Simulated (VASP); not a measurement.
# Mg (Im-3m) in VASP: a series of runs, part 2 of 2

VASP 6.6.1. The steps go on from the part before.

**4. Electric field gradients, PBEsol (volume scaled by 1.02)**

The input, INCAR:

```
ALGO     = Normal         # electronic algorithm
EDIFF    = 1E-8           # SCF threshold, eV
ENCUT    = 520            # plane-wave cutoff, eV
GGA      = PS             # functional
ISIF     = 2              # what is computed and relaxed
ISMEAR   = -1             # smearing method
LASPH    = T              # aspherical terms in the spheres
LCHARG   = F              # write CHGCAR
LEFG     = T            
LREAL    = F              # projectors in reciprocal space
LWAVE    = F              # write WAVECAR
NBANDS   = 7              # bands
NELM     = 80             # most SCF steps
PREC     = Accurate       # precision mode
SIGMA    = 0.05           # smearing width, eV
```

The input, KPOINTS:

```
k-points
0
Gamma
  16 16 16
```

The input, POSCAR:

```
Mg
1.0
   -1.4862784307      1.4862784307      1.4862784307
    1.4862784307     -1.4862784307      1.4862784307
    1.4862784307      1.4862784307     -1.4862784307
Mg
1
Direct
    0.0000000000      0.0000000000      0.0000000000
```

Potentials or basis: VASP PAW PBE potentials, release 64 (Mg).

Launch:

```sh
$ cat potpaw_PBE.64/Mg/POTCAR > POTCAR
$ mpirun -np 1 vasp_std > vasp.out
```

OUTCAR:

```text
EDIFF = 1E-8
   ENCUT = 520
   GGA = PS
   ISIF = 2
   ISMEAR = -1
   LASPH = T
   LREAL = F
   NELM = 80
   PREC = Accurate

 ion  position               nearest neighbor table
   1  0.000  0.000  0.000-

  LATTYP: Found a body centered cubic cell.
 ALAT       =     2.9725568614

  Lattice vectors:

 A1 = (  -1.4862784307,   1.4862784307,   1.4862784307)
 A2 = (   1.4862784307,  -1.4862784307,   1.4862784307)
 A3 = (   1.4862784307,   1.4862784307,  -1.4862784307)

Analysis of symmetry for initial positions (statically):
=====================================================================
 Subroutine PRICEL returns:
 Original cell was already a primitive cell.

[... 422 lines left out ...]
  in kB      569.9059259    569.9059259    569.9059259      0.0000000      0.0000000     -0.0000000
  external PRESSURE =     569.9059259 kB  Pullay stress =       0.0000000 kB

 VOLUME and BASIS-vectors are now :
 -----------------------------------------------------------------------------
  energy-cutoff  :      520.00
  volume of cell :       13.13
      direct lattice vectors                 reciprocal lattice vectors
    -1.486278431  1.486278431  1.486278431     0.000000000  0.336410722  0.336410722
     1.486278431 -1.486278431  1.486278431     0.336410722  0.000000000  0.336410722
     1.486278431  1.486278431 -1.486278431     0.336410722  0.336410722  0.000000000

 POSITION                                       TOTAL-FORCE (eV/Angst)
 -----------------------------------------------------------------------------------
      0.00000      0.00000      0.00000         0.000000      0.000000      0.000000
 -----------------------------------------------------------------------------------
    total drift:                                0.000000      0.000000     -0.000000

  FREE ENERGIE OF THE ION-ELECTRON SYSTEM (eV)
  ---------------------------------------------------
  free  energy   TOTEN  =        -0.6322253304 eV

  energy  without entropy=       -0.6298627983  energy(sigma->0) =       -0.63104406

 Electric field gradients (V/A^2)
---------------------------------------------------------------------
 ion       V_xx      V_yy      V_zz      V_xy      V_xz      V_yz
---------------------------------------------------------------------
   1       0.000    -0.000     0.000    -0.000    -0.000    -0.000
---------------------------------------------------------------------

 Electric field gradients after diagonalization (V/A^2)
 (convention: |V_zz| > |V_xx| > |V_yy|)
----------------------------------------------------------------------
 ion       V_xx      V_yy      V_zz     asymmetry (V_yy - V_xx)/ V_zz
----------------------------------------------------------------------
   1       0.000     0.000    -0.000       0.000
----------------------------------------------------------------------

           NMR quadrupolar parameters

 Cq : quadrupolar parameter    Cq=e*Q*V_zz/h
 eta: asymmetry parameters     (V_yy - V_xx)/ V_zz
 Q  : nuclear electric quadrupole moment in mb (millibarn)
----------------------------------------------------------------------
 ion       Cq(MHz)       eta       Q (mb)
----------------------------------------------------------------------
   1      -0.000       0.000       1.000
----------------------------------------------------------------------
```

OSZICAR:

```text
N       E                     dE             d eps       ncg     rms          rms(c)
DAV:   1     0.297597608955E+00    0.29760E+00   -0.93934E+02  2303   0.208E+02
DAV:   2    -0.668576416095E+00   -0.96617E+00   -0.95127E+00  2807   0.150E+01
DAV:   3    -0.671083607770E+00   -0.25072E-02   -0.25069E-02  2436   0.843E-01
DAV:   4    -0.671087551879E+00   -0.39441E-05   -0.39444E-05  2891   0.231E-02
DAV:   5    -0.671087565041E+00   -0.13162E-07   -0.13092E-07  2513   0.835E-04    0.757E-01
DAV:   6    -0.647451846022E+00    0.23636E-01   -0.21076E-04  2373   0.109E-01    0.481E-01
DAV:   7    -0.632359786795E+00    0.15092E-01   -0.59767E-04  2261   0.185E-01    0.190E-02
DAV:   8    -0.632235628040E+00    0.12416E-03   -0.17618E-05  2541   0.270E-02    0.565E-03
DAV:   9    -0.632225217920E+00    0.10410E-04   -0.37726E-06  2401   0.117E-02    0.661E-04
DAV:  10    -0.632225312306E+00   -0.94387E-07   -0.69825E-08  2443   0.165E-03    0.112E-04
DAV:  11    -0.632225335051E+00   -0.22745E-07   -0.25997E-10  1785   0.110E-04    0.987E-06
DAV:  12    -0.632225330390E+00    0.46618E-08   -0.15348E-11  1190   0.186E-05
   1 F= -.63222533E+00 E0= -.63104406E+00  d E =-.236253E-02
```

Run time: 15 s. Hardware: 1 thread of Intel Xeon Platinum 8375C at 2.90GHz (Ice Lake), shared host; peak memory 0.12 GiB.

Results:

* Free energy: -0.6322 eV
* Pressure: 57.0 GPa
* Band gap on the k mesh: zero (band 1 reaches 10.25 eV, above the bottom of band 2 at 5.41 eV)

Caveat: the cell differs from its parent crystal (volume scaled by 1.02); without QUAD_EFG the Cq values of the log hold for a quadrupole moment of 1 mb, not for the nuclei; the PAW data sets were made with another functional, which shifts forces and pressure a little.

**5. Electric field gradients, PBEsol**

This run uses another cell than the first one, of 12.88 Å³/atom, 0.990 times its volume.

The input, INCAR:

```
SYSTEM = Mg
  PREC = Accurate
  ENCUT = 520
  EDIFF = 1E-8
  ISMEAR = -1
  SIGMA = 0.05
  LREAL = .False.
  LASPH = .True.
  NELM = 80
  ALGO = Normal
  ISIF = 2
  LWAVE = .False.
  LCHARG = .False.
  GGA = PS
  LEFG = .True.
  NBANDS = 7
```

The input, KPOINTS:

```
regular mesh
0
Gamma
  16 16 16
  0 0 0
```

The input, POSCAR:

```
Mg
1.0
   -1.4765000000      1.4765000000      1.4765000000
    1.4765000000     -1.4765000000      1.4765000000
    1.4765000000      1.4765000000     -1.4765000000
Mg
1
Direct
    0.0000000000      0.0000000000      0.0000000000
```

Potentials or basis: VASP PAW PBE potentials, release 64 (Mg).

Launch:

```sh
$ cat potpaw_PBE.64/Mg/POTCAR > POTCAR
$ mpirun -np 1 vasp_std > vasp.out
```

OUTCAR:

```text
SYSTEM = Mg
   PREC = Accurate
   ENCUT = 520
   EDIFF = 1E-8
   ISMEAR = -1
   LREAL = .False.
   LASPH = .True.
   NELM = 80
   ISIF = 2
   GGA = PS

 ion  position               nearest neighbor table
   1  0.000  0.000  0.000-

  LATTYP: Found a body centered cubic cell.
 ALAT       =     2.9530000000

  Lattice vectors:

 A1 = (  -1.4765000000,   1.4765000000,   1.4765000000)
 A2 = (   1.4765000000,  -1.4765000000,   1.4765000000)
 A3 = (   1.4765000000,   1.4765000000,  -1.4765000000)

Analysis of symmetry for initial positions (statically):
=====================================================================
 Subroutine PRICEL returns:
 Original cell was already a primitive cell.

 Routine SETGRP: Setting up the symmetry group for a
 body centered cubic supercell.

 Subroutine GETGRP returns: Found 48 space group operations
 (whereof 48 operations were pure point group operations)
 out of a pool of 48 trial point group operations.

The static configuration has the point symmetry O_h .

Analysis of symmetry for dynamics (positions and initial velocities):
=====================================================================
 Subroutine PRICEL returns:
 Original cell was already a primitive cell.

 Routine SETGRP: Setting up the symmetry group for a
 body centered cubic supercell.

 Subroutine GETGRP returns: Found 48 space group operations
 (whereof 48 operations were pure point group operations)
 out of a pool of 48 trial point group operations.

The dynamic configuration has the point symmetry O_h .

 Subroutine INISYM returns: Found 48 space group operations
 (whereof 48 operations are pure point group operations),
 and found     1 'primitive' translations

----------------------------------------------------------------------------------------

                                     Primitive cell

  volume of cell :      12.8754

  direct lattice vectors                    reciprocal lattice vectors
    -1.476500000  1.476500000  1.476500000     0.000000000  0.338638673  0.338638673
     1.476500000 -1.476500000  1.476500000     0.338638673  0.000000000  0.338638673
     1.476500000  1.476500000 -1.476500000     0.338638673  0.338638673  0.000000000

  length of vectors
     2.557373017  2.557373017  2.557373017     0.478907403  0.478907403  0.478907403

  position of ions in fractional coordinates (direct lattice)
     0.000000000  0.000000000  0.000000000

  ion indices of the primitive-cell ions
   primitive index   ion index
                 1           1

----------------------------------------------------------------------------------------

 KPOINTS: regular mesh

Automatic generation of k-mesh.
 Grid dimensions read from file:
 generate k-points for:   16   16   16

 Generating k-lattice:

[... 64 lines left out ...]
   NSW    =      0    number of steps for IOM
   IBRION =     -1    ionic relax: 0-MD 1-quasi-New 2-CG
   NFREE  =      0    steps in history (QN), initial steepest desc. (CG)
   ISIF   =      2    stress and relaxation
   ISYM   =      2    0-nonsym 1-usesym 2-fastsym
   POTIM  = 0.5000    time-step for ionic-motion
   TEBEG  =    0.0;   TEEND  =   0.0 temperature during run
   PSTRESS=    0.0 pullay stress
   NELECT =       2.0000    total number of electrons
   NUPDOWN=      -1.0000    fix difference up-down
   EMIN   =  10.00;   EMAX   =-10.00  energy-range for DOS
   EFERMI =   0.00;   METHOD = LEGACY
   ISMEAR =    -1;   SIGMA  =   0.05  broadening in eV -4-tet -1-fermi 0-gaus
   EFERMI_NEDOS =   21; number of points for ismear=-14 and -15
   IALGO  =     38    algorithm
   IMIX   =      4    mixing-type and parameters
     AMIX     =   0.40;   BMIX     =  1.00
     AMIX_MAG =   1.60;   BMIX_MAG =  1.00
  volume/ion in A,a.u.               =      12.88        86.89
  Fermi-wavevector in a.u.,A,eV,Ry     =   0.880031  1.663018 10.537098  0.774455
  Thomas-Fermi vector in A             =   2.000336
   LORBIT       =      0    0 simple, 1 ext, 2 COOP (PROOUT), +10 PAW based schemes
   GGA     = PS    functional components
   LHFCALC =     F    Hartree Fock is set to
   AEXX    =    0.0000 exact exchange contribution
   IVDW    =     0    specifies the selected vdW correction
   LEPSILON=     F    determine dielectric tensor
   LRPA    =     F    only Hartree local field effects (RPA)
 non-spin polarized calculation
  energy-cutoff  :      520.00
  volume of cell :       12.88
 maximum number of plane-waves:       370
   NGX =  9   NGY =  9   NGZ =  9

 number of electron       2.0000000 magnetization

 Free energy of the ion-electron system (eV)
  ---------------------------------------------------
  ext. energy  EPLUGINS =         0.00000000
  ---------------------------------------------------
  free energy    TOTEN  =        -0.53707617 eV

  energy without entropy =       -0.53476031  energy(sigma->0) =       -0.53591824

 E-fermi :   6.4849     XC(G=0): -10.5764

 val. band max:        6.4421657493   @ k =   0.3750   0.1250   0.1250
 cond. band min:       6.5292511311   @ k =   0.3750   0.1875   0.0625
 fundamental gap:      0.0870853818
 Fermi energy:         6.4848670947

 k-point     1 :       0.0000    0.0000    0.0000
  band No.  band energies     occupation
      1      -3.3363      2.00000
      2      23.9057      0.00000
      3      23.9057      0.00000
      4      23.9057      0.00000
      5      26.6789      0.00000
      6      26.6789      0.00000
      7      28.4571      0.00000
[... 221 lines left out ...]
 k-point    24 :       0.2500    0.1875    0.0000
  band No.  band energies     occupation
      1       1.4770      2.00000
      2      10.7308      0.00000
      3      13.5794      0.00000
      4      20.3433      0.00000
      5      24.2608      0.00000
      6      27.7918      0.00000
      7      30.9279      0.00000

 [... further k-points ...]

------------------------ aborting loop because EDIFF is reached ----------------------------------------

  FORCE on cell =-STRESS in cart. coord.  units (eV):
  Direction    XX          YY          ZZ          XY          YZ          ZX
  --------------------------------------------------------------------------------------
  -------------------------------------------------------------------------------------
  Total        4.9353612      4.9353612      4.9353612      0.0000000     -0.0000000      0.0000000
  in kB      614.1425439    614.1425439    614.1425439      0.0000000     -0.0000000      0.0000000
  external PRESSURE =     614.1425439 kB  Pullay stress =       0.0000000 kB

 VOLUME and BASIS-vectors are now :
 -----------------------------------------------------------------------------
  energy-cutoff  :      520.00
  volume of cell :       12.88
      direct lattice vectors                 reciprocal lattice vectors
    -1.476500000  1.476500000  1.476500000     0.000000000  0.338638673  0.338638673
     1.476500000 -1.476500000  1.476500000     0.338638673  0.000000000  0.338638673
     1.476500000  1.476500000 -1.476500000     0.338638673  0.338638673  0.000000000

 POSITION                                       TOTAL-FORCE (eV/Angst)
 -----------------------------------------------------------------------------------
      0.00000      0.00000      0.00000         0.000000     -0.000000     -0.000000
 -----------------------------------------------------------------------------------
    total drift:                                0.000000      0.000000     -0.000000

  FREE ENERGIE OF THE ION-ELECTRON SYSTEM (eV)
  ---------------------------------------------------
  free  energy   TOTEN  =        -0.5370761724 eV

  energy  without entropy=       -0.5347603097  energy(sigma->0) =       -0.53591824

 Electric field gradients (V/A^2)
---------------------------------------------------------------------
 ion       V_xx      V_yy      V_zz      V_xy      V_xz      V_yz
---------------------------------------------------------------------
   1      -0.000    -0.000    -0.000     0.000     0.000     0.000
---------------------------------------------------------------------

 Electric field gradients after diagonalization (V/A^2)
 (convention: |V_zz| > |V_xx| > |V_yy|)
----------------------------------------------------------------------
 ion       V_xx      V_yy      V_zz     asymmetry (V_yy - V_xx)/ V_zz
----------------------------------------------------------------------
   1      -0.000    -0.000     0.000       0.000
----------------------------------------------------------------------

           NMR quadrupolar parameters

 Cq : quadrupolar parameter    Cq=e*Q*V_zz/h
 eta: asymmetry parameters     (V_yy - V_xx)/ V_zz
 Q  : nuclear electric quadrupole moment in mb (millibarn)
----------------------------------------------------------------------
 ion       Cq(MHz)       eta       Q (mb)
----------------------------------------------------------------------
   1       0.000       0.000       1.000
----------------------------------------------------------------------
```

stdout:

```text
POSCAR found type information on POSCAR Mg
 POSCAR found :  1 types and       1 ions
 scaLAPACK will be used
 -----------------------------------------------------------------------------
|                                                                             |
|                                                                             |
|     You enforced a specific xc type in the INCAR file but a different       |
|     I HOPE YOU KNOW WHAT YOU ARE DOING!                                     |
|                                                                             |
 -----------------------------------------------------------------------------

 LDA part: xc-table for (Slater+PW92), standard interpolation
 POSCAR, INCAR and KPOINTS ok, starting setup
 FFT: planning ... GRIDC
 FFT: planning ... GRID_SOFT
 FFT: planning ... GRID
 WAVECAR not read
 entering main loop
ion   1
```

It took 19 s on 1 thread of Intel Xeon Platinum 8375C at 2.90GHz (Ice Lake), shared host; peak memory 0.13 GiB.

Results:

| Property | Result |
| --- | --- |
| Free energy | -0.5371 eV |
| Pressure | 61.4 GPa |
| Band gap on the k mesh | zero (band 1 reaches 10.40 eV, above the bottom of band 2 at 5.57 eV) |

Levels at points of the mesh, in eV from the Fermi level:
```csv
k point,band 1,band 2,band 3,band 4,band 5,band 6
"(0.00, 0.00, 0.00)",-9.82,17.42,17.42,17.42,20.19,20.19
"(0.50, 0.00, 0.00)",-2.31,-0.91,10.85,14.66,15.09,17.48
"(0.50, 0.50, 0.50)",3.92,3.92,6.17,6.17,6.17,15.68
```

Caveat: without QUAD_EFG the Cq values of the log hold for a quadrupole moment of 1 mb, not for the nuclei; the PAW data sets were made with another functional, which shifts forces and pressure a little.

**6. Overview**

| cell | gap on the mesh (eV) | pressure (GPa) |
| --- | --- | --- |
| a = 2.566 Å, angles 109.5°, 1 atom | none | 59.2 |
| a = 2.591 Å, angles 109.5°, 1 atom | none | 52.9 |
| a = 2.574 Å, angles 109.5°, 1 atom | none | 57.0 |
| a = 2.557 Å, angles 109.5°, 1 atom | none | 61.4 |

Alike in all rows: task electric field gradients; level PBEsol; potentials or basis VASP PAW PBE potentials, release 64 (Mg); no spin polarisation; k mesh 16 × 16 × 16; cutoff (eV) 520; smearing fermi-dirac 0.05 eV.

Caveats: the PAW data sets were made with another functional, which shifts forces and pressure a little.

Total energies depend on the potentials used, so only differences within one code and one set of settings carry meaning.
